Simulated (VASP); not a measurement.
# Si7Ge (P-42m) in VASP: further runs, part 2 of 2

VASP 6.6.1. The steps go on from the part before.

### Step 4. Single point, PBEsol (volume 23.588 Å^3 an atom, c/a of the conventional cell 0.9228)

INCAR reads:

```
SYSTEM = Si7Ge
ALGO = Normal
EDIFF = 1E-6
ENCUT = 520
GGA = PS
ISIF = 2
ISMEAR = 0
LASPH = .TRUE.
LCHARG = .FALSE.
LREAL = .FALSE.
LWAVE = .FALSE.
NBANDS = 31
NELM = 80
PREC = Accurate
SIGMA = 0.03
```

KPOINTS reads:

```
k-points
0
G
  8 8 8
  0 0 0
```

POSCAR reads:

```
Si7Ge
1.0
    5.8914813436      0.0000000000      0.0000000000
    0.0000000000      5.8914813436      0.0000000000
    0.0000000000      0.0000000000      5.4366589839
Si Ge
7 1
Direct
    0.2525986838      0.2525986838      0.2525986838
    0.0000000000      0.5000000000      0.5000000000
    0.5000000000      0.5000000000      0.0000000000
    0.5000000000      0.0000000000      0.5000000000
    0.7474013162      0.2525986838      0.7474013162
    0.7474013162      0.7474013162      0.2525986838
    0.2525986838      0.7474013162      0.7474013162
    0.0000000000      0.0000000000      0.0000000000
```

Potentials or basis: VASP PAW PBE potentials, release 64 (Si, Ge_d).

The run is started by

```sh
$ cat potpaw_PBE.64/Si/POTCAR potpaw_PBE.64/Ge_d/POTCAR > POTCAR
$ mpirun -np 1 vasp_std > vasp.out
```

OUTCAR:

```text
SYSTEM = Si7Ge
   EDIFF = 1E-6
   ENCUT = 520
   GGA = PS
   ISIF = 2
   ISMEAR = 0
   LASPH = .TRUE.
   LREAL = .FALSE.
   NELM = 80
   PREC = Accurate

 ion  position               nearest neighbor table
   1  0.253  0.253  0.253-   3 2.48   2 2.48   4 2.48   8 2.51
   2  0.000  0.500  0.500-   1 2.48   5 2.48   6 2.48   7 2.48
   3  0.500  0.500  0.000-   1 2.48   5 2.48   6 2.48   7 2.48
   4  0.500  0.000  0.500-   1 2.48   5 2.48   6 2.48   7 2.48
   5  0.747  0.253  0.747-   3 2.48   2 2.48   4 2.48   8 2.51
   6  0.747  0.747  0.253-   3 2.48   2 2.48   4 2.48   8 2.51
   7  0.253  0.747  0.747-   3 2.48   2 2.48   4 2.48   8 2.51
   8  0.000  0.000  0.000-   1 2.51   5 2.51   6 2.51   7 2.51

  LATTYP: Found a simple tetragonal cell.
 ALAT       =     5.8914813436
 C/A-ratio  =     0.9228000000

  Lattice vectors:

 A1 = (   5.8914813436,   0.0000000000,   0.0000000000)
 A2 = (   0.0000000000,   5.8914813436,   0.0000000000)
 A3 = (   0.0000000000,   0.0000000000,   5.4366589839)

Analysis of symmetry for initial positions (statically):
[... 192 lines left out ...]

 k-point     1 :       0.0000    0.0000    0.0000
  band No.  band energies     occupation
      1     -19.8096      2.00000
      2     -19.8096      2.00000
      3     -19.8044      2.00000
      4     -19.7975      2.00000
      5     -19.7869      2.00000
      6      -6.8610      2.00000
[... 805 lines left out ...]
     30       8.4635      0.00000
     31       8.5375      0.00000

 [... further k-points ...]

------------------------ aborting loop because EDIFF is reached ----------------------------------------

  FORCE on cell =-STRESS in cart. coord.  units (eV):
  Direction    XX          YY          ZZ          XY          YZ          ZX
  --------------------------------------------------------------------------------------
  -------------------------------------------------------------------------------------
  Total      -13.7955037    -13.7955037     -6.6418762      0.0000000      0.0000000      0.0000000
  in kB     -117.1297018   -117.1297018    -56.3923580      0.0000000      0.0000000      0.0000000
  external PRESSURE =     -96.8839205 kB  Pullay stress =       0.0000000 kB

 VOLUME and BASIS-vectors are now :
 -----------------------------------------------------------------------------
  energy-cutoff  :      520.00
  volume of cell :      188.70
      direct lattice vectors                 reciprocal lattice vectors
     5.891481344  0.000000000  0.000000000     0.169736598  0.000000000  0.000000000
     0.000000000  5.891481344  0.000000000     0.000000000  0.169736598  0.000000000
     0.000000000  0.000000000  5.436658984     0.000000000  0.000000000  0.183936495

 POSITION                                       TOTAL-FORCE (eV/Angst)
 -----------------------------------------------------------------------------------
      1.48818      1.48818      1.37329         0.007899      0.007899      0.015112
      0.00000      2.94574      2.71833        -0.000000      0.000000     -0.000000
      2.94574      2.94574      0.00000        -0.000000      0.000000     -0.000000
      2.94574      0.00000      2.71833        -0.000000      0.000000     -0.000000
      4.40330      1.48818      4.06337        -0.007899      0.007899     -0.015112
      4.40330      4.40330      1.37329        -0.007899     -0.007899      0.015112
      1.48818      4.40330      4.06337         0.007899     -0.007899     -0.015112
      0.00000      0.00000      0.00000        -0.000000      0.000000     -0.000000
 -----------------------------------------------------------------------------------
    total drift:                                0.000000      0.000000     -0.000000

  FREE ENERGIE OF THE ION-ELECTRON SYSTEM (eV)
  ---------------------------------------------------
  free  energy   TOTEN  =       -44.0390613034 eV

  energy  without entropy=      -44.0389556671  energy(sigma->0) =      -44.03900849
```

OSZICAR:

```text
N       E                     dE             d eps       ncg     rms          rms(c)
DAV:   1     0.214571941139E+03    0.21457E+03   -0.17053E+04  5771   0.160E+03
DAV:   2    -0.116275157727E+02   -0.22620E+03   -0.21222E+03  5057   0.427E+02
DAV:   3    -0.431568556380E+02   -0.31529E+02   -0.30916E+02  5763   0.999E+01
DAV:   4    -0.445571001736E+02   -0.14002E+01   -0.13972E+01  5894   0.239E+01
DAV:   5    -0.445932340536E+02   -0.36134E-01   -0.36128E-01  6112   0.385E+00    0.778E+00
DAV:   6    -0.442245447253E+02    0.36869E+00   -0.15172E-01  5704   0.197E+00    0.459E+00
DAV:   7    -0.440355509129E+02    0.18899E+00   -0.30246E-01  5254   0.238E+00    0.279E-01
DAV:   8    -0.440385773173E+02   -0.30264E-02   -0.20894E-02  6066   0.121E+00    0.135E-01
DAV:   9    -0.440389432098E+02   -0.36589E-03   -0.12011E-03  5926   0.265E-01    0.944E-02
DAV:  10    -0.440390654978E+02   -0.12229E-03   -0.19472E-04  5486   0.660E-02    0.256E-02
DAV:  11    -0.440390603278E+02    0.51700E-05   -0.29202E-05  5849   0.240E-02    0.571E-03
DAV:  12    -0.440390613034E+02   -0.97553E-06   -0.23855E-06  4723   0.101E-02
   1 F= -.44039061E+02 E0= -.44039008E+02  d E =-.105636E-03
```

Run time: 10 min. Hardware: 1 thread of AMD EPYC 7R13, shared host; peak memory 0.49 GiB.

Results:

```
Free energy            : -44.0391 eV
Pressure               : -9.7 GPa
Largest force          : 0.019 eV/Å
Band gap on the k mesh : zero (band 21 reaches 4.58 eV, above the bottom of band 22 at 4.53 eV)
```

Forces in eV/Å, atoms in the order of the input:
```
Si   0.008  0.008  0.015
Si   0.000  0.000  0.000
Si   0.000  0.000  0.000
Si   0.000  0.000  0.000
Si  -0.008  0.008 -0.015
Si  -0.008 -0.008  0.015
Si   0.008 -0.008 -0.015
Ge   0.000  0.000  0.000
```

Stress tensor (GPa, compression positive):
```
-11.71   0.00   0.00
  0.00 -11.71   0.00
  0.00   0.00  -5.64
```

Caveat: the PAW data sets were made with another functional, which shifts forces and pressure a little.

### Step 5. Single point, PBEsol (volume 17.081 Å^3 an atom, c/a of the conventional cell 0.9228)

INCAR reads:

```
SYSTEM = Si7Ge
ALGO = Normal ; EDIFF = 1E-6
ENCUT = 520 ; GGA = PS
ISIF = 2 ; ISMEAR = 0
LASPH = .TRUE. ; LCHARG = .TRUE.
LELF = .TRUE. ; LREAL = .FALSE.
LVHAR = .TRUE. ; LWAVE = .FALSE.
NBANDS = 31 ; NELM = 60
PREC = Accurate ; SIGMA = 0.03
```

KPOINTS is that of step 4.

POSCAR, as its differences from that of step 4:

```diff
@@ -2,5 +2,5 @@
 1.0
-    5.8914813436      0.0000000000      0.0000000000
-    0.0000000000      5.8914813436      0.0000000000
-    0.0000000000      0.0000000000      5.4366589839
+    5.2905224863      0.0000000000      0.0000000000
+    0.0000000000      5.2905224863      0.0000000000
+    0.0000000000      0.0000000000      4.8820941504
 Si Ge
```

The run is started by

```sh
$ cat potpaw_PBE.64/Si/POTCAR potpaw_PBE.64/Ge_d/POTCAR > POTCAR
$ mpirun -np 1 vasp_std > vasp.out
```

Run time: 3.8 min. Hardware: 1 thread of Intel Xeon 6975P-C, shared host; peak memory 0.4 GiB.

Results (log left out):

* Free energy: -43.3969 eV
* Pressure: 22.3 GPa
* Largest force: 0.055 eV/Å
* Band gap on the k mesh: zero (band 21 reaches 7.53 eV, above the bottom of band 22 at 7.22 eV)

Forces on the atoms (eV/Å):
```
Si  -0.022 -0.022  0.046
Si   0.000  0.000  0.000
Si   0.000  0.000  0.000
Si   0.000  0.000  0.000
Si   0.022 -0.022 -0.046
Si   0.022  0.022  0.046
Si  -0.022  0.022 -0.046
Ge   0.000  0.000  0.000
```

Stress tensor (GPa, compression positive):
```
20.82  0.00  0.00
 0.00 20.82  0.00
 0.00  0.00 25.35
```

Levels at points of the mesh, in eV from the Fermi level:
| k point | band 17 | band 18 | band 19 | band 20 | band 21 | band 22 | band 23 | band 24 | band 25 | band 26 |
| --- | --- | --- | --- | --- | --- | --- | --- | --- | --- | --- |
| (0.00, 0.00, 0.00) | -3.09 | -3.06 | -0.30 | -0.16 | -0.13 | -0.13 | 0.44 | 0.48 | 0.63 | 0.63 |
| (0.50, 0.00, 0.00) | -3.71 | -2.16 | -2.07 | -1.96 | -1.88 | 1.04 | 1.24 | 2.89 | 2.90 | 3.68 |
| (0.50, 0.50, 0.00) | -4.09 | -2.12 | -1.96 | -1.96 | -1.96 | 1.80 | 1.80 | 1.96 | 2.04 | 5.02 |
| (0.00, 0.00, 0.50) | -3.06 | -2.61 | -2.61 | -2.52 | -2.52 | 0.34 | 0.53 | 3.16 | 3.25 | 4.96 |
| (0.50, 0.00, 0.50) | -4.62 | -1.44 | -1.30 | -1.27 | -1.24 | 2.62 | 2.62 | 2.80 | 2.89 | 4.48 |
| (0.50, 0.50, 0.50) | -1.70 | -1.03 | -0.94 | -0.94 | -0.78 | 1.38 | 1.74 | 1.74 | 1.94 | 2.71 |

Caveat: the PAW data sets were made with another functional, which shifts forces and pressure a little.

### Step 6. Single point, PBEsol (volume 17.081 Å^3 an atom, c/a of the conventional cell 1.0837)

INCAR reads:

```
ALGO = Normal
EDIFF = 1E-6
ENCUT = 520
GGA = PS
ISIF = 2
ISMEAR = 0
LASPH = T
LCHARG = F
LREAL = F
LWAVE = F
NBANDS = 31
NELM = 60
PREC = Accurate
SIGMA = 0.03
```

KPOINTS reads:

```
k-points
0
Gamma
  8 8 8
```

POSCAR, as its differences from that of step 5:

```diff
@@ -2,5 +2,5 @@
 1.0
-    5.2905224863      0.0000000000      0.0000000000
-    0.0000000000      5.2905224863      0.0000000000
-    0.0000000000      0.0000000000      4.8820941504
+    5.0145434889      0.0000000000      0.0000000000
+    0.0000000000      5.0145434889      0.0000000000
+    0.0000000000      0.0000000000      5.4342607789
 Si Ge
```

Potentials or basis: VASP PAW PBE potentials, release 64 (Si, Ge_d).

The run is started by

```sh
$ cat potpaw_PBE.64/Si/POTCAR potpaw_PBE.64/Ge_d/POTCAR > POTCAR
$ mpirun -np 1 vasp_std > vasp.out
```

Wall time 4.2 min (1 thread of Intel Xeon 6975P-C, shared host); peak memory 0.41 GiB.

Results (log left out):

| Property | Result |
| --- | --- |
| Free energy | -43.3498 eV |
| Pressure | 22.4 GPa |
| Largest force | 0.051 eV/Å |
| Band gap on the k mesh | zero (band 21 reaches 7.74 eV, above the bottom of band 22 at 7.41 eV) |

Forces on the atoms (eV/Å):
```
Si   0.022  0.022 -0.040
Si   0.000  0.000  0.000
Si   0.000  0.000  0.000
Si   0.000  0.000  0.000
Si  -0.022  0.022  0.040
Si  -0.022 -0.022 -0.040
Si   0.022 -0.022  0.040
Ge   0.000  0.000  0.000
```

Stress tensor (GPa, compression positive):
```
24.95  0.00  0.00
 0.00 24.95  0.00
 0.00  0.00 17.29
```

Levels at points of the mesh, in eV from the Fermi level:
| k point | band 19 | band 20 | band 21 | band 22 | band 23 | band 24 |
| --- | --- | --- | --- | --- | --- | --- |
| (0.00, 0.00, 0.00) | -0.44 | -0.26 | 0.00 | 0.00 | 0.15 | 0.33 |
| (0.50, 0.00, 0.00) | -2.49 | -2.37 | -2.29 | 0.55 | 0.73 | 2.96 |
| (0.50, 0.50, 0.00) | -1.03 | -0.96 | -0.96 | 2.82 | 2.82 | 3.06 |
| (0.00, 0.00, 0.50) | -1.93 | -1.82 | -1.82 | 1.20 | 1.40 | 2.83 |
| (0.50, 0.00, 0.50) | -1.82 | -1.82 | -1.79 | 2.05 | 2.05 | 2.19 |
| (0.50, 0.50, 0.50) | -0.96 | -0.81 | -0.81 | 1.25 | 1.48 | 1.68 |

Caveat: the PAW data sets were made with another functional, which shifts forces and pressure a little.

### Step 7. Overview

```csv
cell,gap on the mesh (eV),pressure (GPa),largest force (eV/Å)
"a = 5.149, b = 5.149, c = 5.809 Å, 8 atoms",none,5.1,0.05
"a = 5.510, b = 5.510, c = 6.216 Å, 8 atoms",none,-9.7,0.03
"a = 5.891, b = 5.891, c = 5.437 Å, 8 atoms",none,-9.7,0.02
"a = 5.291, b = 5.291, c = 4.882 Å, 8 atoms",none,22.3,0.06
"a = 5.015, b = 5.015, c = 5.434 Å, 8 atoms",none,22.4,0.05
```

Alike in all rows: task single point; level PBEsol; potentials or basis VASP PAW PBE potentials, release 64 (Si, Ge_d); no spin polarisation; k mesh 8 × 8 × 8; cutoff (eV) 520; smearing gaussian 0.03 eV.

Caveats: the PAW data sets were made with another functional, which shifts forces and pressure a little.

Total energies depend on the potentials used, so only differences within one code and one set of settings carry meaning.
